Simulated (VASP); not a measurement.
# Ca (I4/mmm) in VASP: a series of runs, part 3 of 3

VASP 6.6.1. Earlier steps stand in the parts before.

### Step 6. Single point, PBEsol

This run uses another cell than the first one, of 45.28 Å³/atom, 1.128 times its volume.

File INCAR:

```
PREC     = Accurate       # precision mode
ENCUT    = 520            # plane-wave cutoff, eV
EDIFF    = 1E-7           # SCF threshold, eV
ISMEAR   = -1             # smearing method
SIGMA    = 0.05           # smearing width, eV
LREAL    = False          # projectors in reciprocal space
LASPH    = True           # aspherical terms in the spheres
NELM     = 100            # most SCF steps
ALGO     = Normal         # electronic algorithm
ISIF     = 2              # what is computed and relaxed
LWAVE    = False          # write WAVECAR
LCHARG   = False          # write CHGCAR
GGA      = PS             # functional
NBANDS   = 11             # bands
```

File KPOINTS:

```
Automatic mesh
0
Gamma
  9 9 9
```

File POSCAR:

```
Ca
1.0
   -2.2484552941      2.2484552941      2.2391870135
    2.2484552941     -2.2484552941      2.2391870135
    2.2484552941      2.2484552941     -2.2391870135
Ca
1
Direct
    0.5000000000      0.5000000000      0.0000000000
```

Potentials or basis: VASP PAW PBE potentials, release 64 (Ca_sv).

Launch:

```sh
$ cat potpaw_PBE.64/Ca_sv/POTCAR > POTCAR
$ mpirun -np 1 vasp_std > vasp.out
```

OUTCAR:

```text
PREC = Accurate
   ENCUT = 520
   EDIFF = 1E-7
   ISMEAR = -1
   LREAL = False
   LASPH = True
   NELM = 100
   ISIF = 2
   GGA = PS

 ion  position               nearest neighbor table
   1  0.500  0.500  0.000-

  LATTYP: Found a body centered tetragonal cell.
 ALAT       =     4.4969105882
 C/A-ratio  =     0.9958779342

  Lattice vectors:

 A1 = (  -2.2484552941,   2.2484552941,   2.2391870135)
 A2 = (   2.2484552941,  -2.2484552941,   2.2391870135)
 A3 = (   2.2484552941,   2.2484552941,  -2.2391870135)

Analysis of symmetry for initial positions (statically):
=====================================================================
 Subroutine PRICEL returns:
 Original cell was already a primitive cell.

 Routine SETGRP: Setting up the symmetry group for a
 body centered tetragonal supercell.

 Subroutine GETGRP returns: Found 16 space group operations
 (whereof 16 operations were pure point group operations)
 out of a pool of 16 trial point group operations.

The static configuration has the point symmetry D_4h.

[... 157 lines left out ...]

 E-fermi :   1.6779     XC(G=0):  -7.5908

 val. band max:        1.6444941705   @ k =  -0.2222  -0.4444   0.1111
 cond. band min:       1.7090350974   @ k =  -0.4444  -0.4444   0.2222
 fundamental gap:      0.0645409270
 Fermi energy:         1.6779221652

 k-point     1 :       0.0000    0.0000    0.0000
  band No.  band energies     occupation
      1     -40.3934      2.00000
      2     -21.3906      2.00000
      3     -21.3902      2.00000
      4     -21.3902      2.00000
      5      -2.2784      2.00000
      6       3.8355      0.00000
      7       3.8529      0.00000
      8       3.8529      0.00000
      9       4.8279      0.00000
     10       4.8495      0.00000
     11      11.5216      0.00000
[... 309 lines left out ...]
 k-point    24 :       0.4444    0.4444    0.0000
  band No.  band energies     occupation
      1     -40.3823      2.00000
      2     -21.4957      2.00000
      3     -21.4317      2.00000
      4     -21.3945      2.00000
      5       0.9356      2.00000
      6       1.6010      1.64625
      7       2.9099      0.00000
      8       4.6699      0.00000
      9       5.0876      0.00000
     10       5.8599      0.00000
     11       6.4777      0.00000

 [... further k-points ...]
[... 5 lines left out ...]
  --------------------------------------------------------------------------------------
  -------------------------------------------------------------------------------------
  Total       -0.4560082     -0.4560082     -0.4545780      0.0000000      0.0000000      0.0000000
  in kB      -16.1348297    -16.1348297    -16.0842230      0.0000000      0.0000000      0.0000000
  external PRESSURE =     -16.1179608 kB  Pullay stress =       0.0000000 kB

 VOLUME and BASIS-vectors are now :
 -----------------------------------------------------------------------------
  energy-cutoff  :      520.00
  volume of cell :       45.28
      direct lattice vectors                 reciprocal lattice vectors
    -2.248455294  2.248455294  2.239187014     0.000000000  0.222374891  0.223295329
     2.248455294 -2.248455294  2.239187014     0.222374891  0.000000000  0.223295329
     2.248455294  2.248455294 -2.239187014     0.222374891  0.222374891  0.000000000

 POSITION                                       TOTAL-FORCE (eV/Angst)
 -----------------------------------------------------------------------------------
      0.00000      0.00000      2.23919         0.000000     -0.000000      0.000000
 -----------------------------------------------------------------------------------
    total drift:                                0.000000     -0.000000      0.000000

  FREE ENERGIE OF THE ION-ELECTRON SYSTEM (eV)
  ---------------------------------------------------
  free  energy   TOTEN  =        -2.0973542049 eV

  energy  without entropy=       -2.0833755217  energy(sigma->0) =       -2.09036486
```

OSZICAR:

```text
N       E                     dE             d eps       ncg     rms          rms(c)
DAV:   1     0.698007294781E+02    0.69801E+02   -0.53451E+03  1650   0.805E+02
DAV:   2     0.117422712556E+01   -0.68627E+02   -0.68048E+02  1797   0.219E+02
DAV:   3    -0.197657365295E+01   -0.31508E+01   -0.31200E+01  2994   0.388E+01
DAV:   4    -0.209859401257E+01   -0.12202E+00   -0.12177E+00  2061   0.459E+00
DAV:   5    -0.210045325443E+01   -0.18592E-02   -0.18577E-02  2405   0.565E-01    0.234E+00
DAV:   6    -0.209833136152E+01    0.21219E-02   -0.72268E-03  2025   0.100E+00    0.141E+00
DAV:   7    -0.209746880843E+01    0.86255E-03   -0.14294E-02  1746   0.146E+00    0.870E-02
DAV:   8    -0.209734283367E+01    0.12597E-03   -0.94381E-04  2133   0.264E-01    0.180E-02
DAV:   9    -0.209735319738E+01   -0.10364E-04   -0.73767E-05  2124   0.726E-02    0.573E-03
DAV:  10    -0.209735459399E+01   -0.13966E-05   -0.51229E-06  2529   0.200E-02    0.119E-03
DAV:  11    -0.209735401849E+01    0.57550E-06   -0.24399E-07  1941   0.541E-03    0.154E-03
DAV:  12    -0.209735420599E+01   -0.18751E-06   -0.36971E-08  1212   0.210E-03    0.132E-04
DAV:  13    -0.209735420490E+01    0.10931E-08   -0.72520E-09  1041   0.617E-04
   1 F= -.20973542E+01 E0= -.20903649E+01  d E =-.139787E-01
```

stdout:

```text
POSCAR found type information on POSCAR Ca
 POSCAR found :  1 types and       1 ions
 scaLAPACK will be used
 -----------------------------------------------------------------------------
|                                                                             |
|                                                                             |
|     You enforced a specific xc type in the INCAR file but a different       |
|     I HOPE YOU KNOW WHAT YOU ARE DOING!                                     |
|                                                                             |
 -----------------------------------------------------------------------------

 LDA part: xc-table for (Slater+PW92), standard interpolation
 POSCAR, INCAR and KPOINTS ok, starting setup
 FFT: planning ... GRIDC
 FFT: planning ... GRID_SOFT
 FFT: planning ... GRID
 WAVECAR not read
 entering main loop
```

Wall time 38 s (1 thread of Intel Xeon 6975P-C, shared host); peak memory 0.19 GiB.

What came out:

```yaml
Free_energy: -2.0974 eV
Pressure: -1.6 GPa
Band_gap_on_the_k_mesh: zero (band 5 reaches 1.83 eV, above the bottom of band 6 at 1.60 eV)
```

Caveat: the PAW data sets were made with another functional, which shifts forces and pressure a little.

### Step 7. The runs side by side

```csv
cell,gap on the mesh (eV),pressure (GPa)
"a = 3.736 Å, angles 109.4, 109.4, 109.7°, 1 atom",none,0.1
"a = 3.776 Å, angles 109.4, 109.4, 109.7°, 1 atom",none,-0.4
"a = 3.814 Å, angles 109.4, 109.4, 109.7°, 1 atom",none,-0.8
"a = 3.852 Å, angles 109.4, 109.4, 109.7°, 1 atom",none,-1.2
"a = 3.889 Å, angles 109.4, 109.4, 109.7°, 1 atom",none,-1.6
```

Alike in all rows: task single point; level PBEsol; potentials or basis VASP PAW PBE potentials, release 64 (Ca_sv); no spin polarisation; k mesh 9 × 9 × 9; cutoff (eV) 520; smearing fermi-dirac 0.05 eV.

Caveats: the PAW data sets were made with another functional, which shifts forces and pressure a little.

Absolute energies hang on the potentials; compare differences alone.
